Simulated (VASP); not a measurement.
# Yb (Pm-3m) in VASP: further runs, part 2 of 2

VASP 6.6.1. Earlier steps stand in the parts before.

## 3. Density of states, PBE

This run uses another cell than the first one, of 39.00 Å³/atom, 2.500 times its volume.

Input file POSCAR:

```
Yb
1.0
    3.3912129185      0.0000000000      0.0000000000
    0.0000000000      3.3912129185      0.0000000000
    0.0000000000      0.0000000000      3.3912129185
Yb
1
Direct
    0.0000000000      0.0000000000      0.0000000000
```

Input file INCAR.step1:

```
SYSTEM = Yb
  PREC = Accurate
  ENCUT = 520
  EDIFF = 1E-6
  ISMEAR = -1
  SIGMA = 0.1
  LREAL = .False.
  LASPH = .True.
  NELM = 80
  ALGO = Normal
  ISIF = 2
  LWAVE = .False.
  LCHARG = .True.
  LMAXMIX = 6
  GGA = PE
  NBANDS = 18
```

Input file KPOINTS.step1:

```
Automatic mesh
0
Gamma
  13 13 13
  0 0 0
```

Input file INCAR.step2:

```
SYSTEM = Yb
  PREC = Accurate
  ENCUT = 520
  EDIFF = 1E-6
  ISMEAR = -5
  SIGMA = 0.1
  LREAL = .False.
  LASPH = .True.
  NELM = 80
  ALGO = Normal
  ISIF = 2
  LWAVE = .False.
  LCHARG = .False.
  LMAXMIX = 6
  GGA = PE
  LORBIT = 11
  NEDOS = 2001
  ICHARG = 11
```

Input file KPOINTS.step2:

```
Automatic mesh
0
Gamma
  20 20 20
  0 0 0
```

Potentials or basis: VASP PAW PBE potentials, release 64 (Yb).

Command:

```
$ cat potpaw_PBE.64/Yb/POTCAR > POTCAR
$ cp INCAR.step1 INCAR
$ cp KPOINTS.step1 KPOINTS
$ mpirun -np 1 vasp_std > vasp.out
$ cp INCAR.step2 INCAR
$ cp KPOINTS.step2 KPOINTS
$ mpirun -np 1 vasp_std > vasp.out
```

OUTCAR:

```text
SYSTEM = Yb
   PREC = Accurate
   ENCUT = 520
   EDIFF = 1E-6
   ISMEAR = -5
   LREAL = .False.
   LASPH = .True.
   NELM = 80
   ISIF = 2
   GGA = PE
   LORBIT = 11
   ICHARG = 11

 ion  position               nearest neighbor table
   1  0.000  0.000  0.000-

  LATTYP: Found a simple cubic cell.
 ALAT       =     3.3912129185

  Lattice vectors:

 A1 = (   3.3912129185,   0.0000000000,   0.0000000000)
 A2 = (   0.0000000000,   3.3912129185,   0.0000000000)
 A3 = (   0.0000000000,   0.0000000000,   3.3912129185)

Analysis of symmetry for initial positions (statically):
=====================================================================
 Subroutine PRICEL returns:
 Original cell was already a primitive cell.

 Routine SETGRP: Setting up the symmetry group for a
 simple cubic supercell.

 Subroutine GETGRP returns: Found 48 space group operations
[... 9 lines left out ...]

 Routine SETGRP: Setting up the symmetry group for a
 simple cubic supercell.

 Subroutine GETGRP returns: Found 48 space group operations
[... 11 lines left out ...]
                                     Primitive cell

  volume of cell :      39.0001

  direct lattice vectors                    reciprocal lattice vectors
     3.391212918  0.000000000  0.000000000     0.294879745  0.000000000  0.000000000
     0.000000000  3.391212918  0.000000000     0.000000000  0.294879745  0.000000000
     0.000000000  0.000000000  3.391212918     0.000000000  0.000000000  0.294879745

  length of vectors
     3.391212918  3.391212918  3.391212918     0.294879745  0.294879745  0.294879745

  position of ions in fractional coordinates (direct lattice)
     0.000000000  0.000000000  0.000000000

  ion indices of the primitive-cell ions
   primitive index   ion index
                 1           1

----------------------------------------------------------------------------------------

 KPOINTS: Automatic mesh

Automatic generation of k-mesh.
 Grid dimensions read from file:
 generate k-points for:   20   20   20

 Generating k-lattice:

  Cartesian coordinates                     Fractional coordinates (reciprocal lattice)
     0.014743987  0.000000000  0.000000000     0.050000000  0.000000000  0.000000000
     0.000000000  0.014743987  0.000000000     0.000000000  0.050000000  0.000000000
     0.000000000  0.000000000  0.014743987     0.000000000  0.000000000  0.050000000

  Length of vectors
     0.014743987  0.014743987  0.014743987

  Shift w.r.t. Gamma in fractional coordinates (k-lattice)
     0.000000000  0.000000000  0.000000000

 TETIRR: Found   3982 inequivalent tetrahedra from    48000

 Subroutine IBZKPT returns following result:
 ===========================================

 Found    286 irreducible k-points:

 Following reciprocal coordinates:
            Coordinates               Weight
  0.000000  0.000000  0.000000      1.000000
  0.050000  0.000000  0.000000      6.000000
  0.100000  0.000000  0.000000      6.000000
  0.150000  0.000000  0.000000      6.000000
  0.200000  0.000000  0.000000      6.000000
  0.250000  0.000000  0.000000      6.000000
[... 16 lines left out ...]
  0.150000  0.100000  0.000000     24.000000
  0.200000  0.100000  0.000000     24.000000
 [... further k-points ...]
   k-points           NKPTS =    286   k-points in BZ     NKDIM =    286   number of bands    NBANDS=     16
   number of dos      NEDOS =   2001   number of ions     NIONS =      1
   total plane-waves  NPLWV =  21952
   dimension x,y,z NGX =    28 NGY =   28 NGZ =   28
   dimension x,y,z NGXF=    56 NGYF=   56 NGZF=   56
   ions per type =               1
   NGX,Y,Z   is equivalent  to a cutoff of  13.73, 13.73, 13.73 a.u.
   NGXF,Y,Z  is equivalent  to a cutoff of  27.45, 27.45, 27.45 a.u.
 SYSTEM =  Yb
   PREC   = accura    normal or accurate (medium, high low for compatibility)
   ISTART =      0    job   : 0-new  1-cont  2-samecut
   ICHARG =     11    charge: 1-file 2-atom 10-const
   ISPIN  =      1    spin polarized calculation?
   LNONCOLLINEAR =      F non collinear calculations
   LSORBIT =      F    spin-orbit coupling
   LASPH  =      T    aspherical Exc in radial PAW
   ENCUT  =  520.0 eV  38.22 Ry    6.18 a.u.   6.31  6.31  6.31*2*pi/ulx,y,z
   NELM   =     80;   NELMIN=  2; NELMDL=  0     # of ELM steps
   EDIFF  = 0.1E-05   stopping-criterion for ELM
   LREAL  =      F    real-space projection
   EDIFFG = 0.1E-04   stopping-criterion for IOM
   NSW    =      0    number of steps for IOM
   IBRION =     -1    ionic relax: 0-MD 1-quasi-New 2-CG
   NFREE  =      0    steps in history (QN), initial steepest desc. (CG)
   ISIF   =      2    stress and relaxation
   ISYM   =      2    0-nonsym 1-usesym 2-fastsym
   POTIM  = 0.5000    time-step for ionic-motion
   TEBEG  =    0.0;   TEEND  =   0.0 temperature during run
   PSTRESS=    0.0 pullay stress
   NELECT =      24.0000    total number of electrons
   NUPDOWN=      -1.0000    fix difference up-down
   EMIN   =  10.00;   EMAX   =-10.00  energy-range for DOS
   EFERMI =   0.00;   METHOD = LEGACY
   ISMEAR =    -5;   SIGMA  =   0.10  broadening in eV -4-tet -1-fermi 0-gaus
   EFERMI_NEDOS =   21; number of points for ismear=-14 and -15
   IALGO  =     38    algorithm
   IMIX   =      4    mixing-type and parameters
     AMIX     =   0.40;   BMIX     =  1.00
     AMIX_MAG =   1.60;   BMIX_MAG =  1.00
  volume/ion in A,a.u.               =      39.00       263.19
  Fermi-wavevector in a.u.,A,eV,Ry     =   1.392484  2.631413 26.381852  1.939011
  Thomas-Fermi vector in A             =   2.516222
   LORBIT       =     11    0 simple, 1 ext, 2 COOP (PROOUT), +10 PAW based schemes
   GGA     = PE    functional components
   LHFCALC =     F    Hartree Fock is set to
   AEXX    =    0.0000 exact exchange contribution
   IVDW    =     0    specifies the selected vdW correction
   LEPSILON=     F    determine dielectric tensor
   LRPA    =     F    only Hartree local field effects (RPA)
 non-spin polarized calculation
 Fermi weights with tetrahedron method with Bloechl corrections
  energy-cutoff  :      520.00
  volume of cell :       39.00
 maximum number of plane-waves:      1068
 NGX is ok and might be reduce to    28

 number of electron      24.0000000 magnetization

 Free energy of the ion-electron system (eV)
  ---------------------------------------------------
  ext. energy  EPLUGINS =         0.00000000
  ---------------------------------------------------
  free energy    TOTEN  =        -3.05664915 eV

  energy without entropy =       -3.05664915  energy(sigma->0) =       -3.05664915

 E-fermi :   1.0803     XC(G=0):  -9.0682

 val. band max:        1.0819765887   @ k =   0.4000   0.3500   0.3500
 cond. band min:       1.0035810696   @ k =   0.5000   0.2000   0.2000
 fundamental gap:     -0.0783955191
 Fermi energy:         1.0803425722

 k-point     1 :       0.0000    0.0000    0.0000
  band No.  band energies     occupation
      1     -50.8099      2.00000
      2     -22.9818      2.00000
      3     -22.9818      2.00000
      4     -22.9818      2.00000
      5      -3.6170      2.00000
      6       0.6166      2.00000
[... 8 lines left out ...]
     15       7.6664      0.00000
     16       7.6664      0.00000

 k-point     2 :       0.0500    0.0000    0.0000
  band No.  band energies     occupation
      1     -50.8094      2.00000
      2     -22.9924      2.00000
      3     -22.9809      2.00000
      4     -22.9809      2.00000
      5      -3.5717      2.00000
      6       0.6145      2.00000
[... 8 lines left out ...]
     15       7.5426      0.00000
     16       7.6715      0.00000

 k-point     3 :       0.1000    0.0000    0.0000
  band No.  band energies     occupation
      1     -50.8081      2.00000
      2     -23.0231      2.00000
      3     -22.9784      2.00000
      4     -22.9784      2.00000
      5      -3.4379      2.00000
      6       0.6085      2.00000
[... 8 lines left out ...]
     15       7.2305      0.00000
     16       7.2338      0.00000
[... 362 lines left out ...]
 k-point    23 :       0.1500    0.1000    0.0000
  band No.  band energies     occupation
      1     -50.8043      2.00000
      2     -23.0669      2.00000
      3     -23.0151      2.00000
      4     -22.9709      2.00000
      5      -3.0440      2.00000
      6       0.6007      2.00000
[... 8 lines left out ...]
     15       6.2922      0.00000
     16       6.8306      0.00000

 k-point    24 :       0.2000    0.1000    0.0000
  band No.  band energies     occupation
      1     -50.8018      2.00000
      2     -23.1256      2.00000
      3     -23.0099      2.00000
      4     -22.9659      2.00000
      5      -2.7557      2.00000
      6       0.5907      2.00000
[... 8 lines left out ...]
     15       5.8735      0.00000
     16       6.4389      0.00000

 [... further k-points ...]

------------------------ aborting loop because EDIFF is reached ----------------------------------------

  FORCE on cell =-STRESS in cart. coord.  units (eV):
  Direction    XX          YY          ZZ          XY          YZ          ZX
  --------------------------------------------------------------------------------------
  -------------------------------------------------------------------------------------
  Total      -24.0003325    -24.0003325    -24.0003325      0.0000000     -0.0000000      0.0000000
  in kB     -985.9676527   -985.9676527   -985.9676527      0.0000000     -0.0000000      0.0000000
  external PRESSURE =    -985.9676527 kB  Pullay stress =       0.0000000 kB

 VOLUME and BASIS-vectors are now :
 -----------------------------------------------------------------------------
  energy-cutoff  :      520.00
  volume of cell :       39.00
      direct lattice vectors                 reciprocal lattice vectors
     3.391212918  0.000000000  0.000000000     0.294879745  0.000000000  0.000000000
     0.000000000  3.391212918  0.000000000     0.000000000  0.294879745  0.000000000
     0.000000000  0.000000000  3.391212918     0.000000000  0.000000000  0.294879745

 POSITION                                       TOTAL-FORCE (eV/Angst)
 -----------------------------------------------------------------------------------
      0.00000      0.00000      0.00000         0.000000      0.000000      0.000000
 -----------------------------------------------------------------------------------
    total drift:                               -0.000000      0.000000     -0.000000

  FREE ENERGIE OF THE ION-ELECTRON SYSTEM (eV)
  ---------------------------------------------------
  free  energy   TOTEN  =        -3.0566491517 eV

  energy  without entropy=       -3.0566491517  energy(sigma->0) =       -3.05664915

 total charge

# of ion       s       p       d       f       tot
--------------------------------------------------
    1        2.217   5.978   0.257  13.709  22.161
```

Wall time 1.9 min (1 thread of Intel Xeon 6975P-C (Granite Rapids), shared host); peak memory 0.32 GiB.

What came out:

- Valence electrons inside the program's atomic spheres: Yb 22.16

Levels at points of the mesh, in eV from the Fermi level:
| k point | band 8 | band 9 | band 10 | band 11 | band 12 | band 13 | band 14 | band 15 | band 16 |
| --- | --- | --- | --- | --- | --- | --- | --- | --- | --- |
| (0.00, 0.00, 0.00) | -0.46 | -0.44 | -0.44 | -0.44 | -0.38 | 0.73 | 0.73 | 6.59 | 6.59 |
| (0.50, 0.00, 0.00) | -0.45 | -0.45 | -0.40 | -0.37 | -0.37 | -0.03 | 1.48 | 3.96 | 3.96 |
| (0.50, 0.50, 0.00) | -0.45 | -0.45 | -0.43 | -0.37 | -0.36 | 0.64 | 3.23 | 3.23 | 4.56 |
| (0.50, 0.50, 0.50) | -0.48 | -0.39 | -0.39 | -0.39 | 0.53 | 0.53 | 0.53 | 5.90 | 7.04 |

Caveat: spin-orbit coupling is left out, which moves the levels of the heavy elements; tetrahedron occupations give inexact forces and stress in metals. Spin polarisation is off, so any magnetic state and its effect on volume and gap are missing.
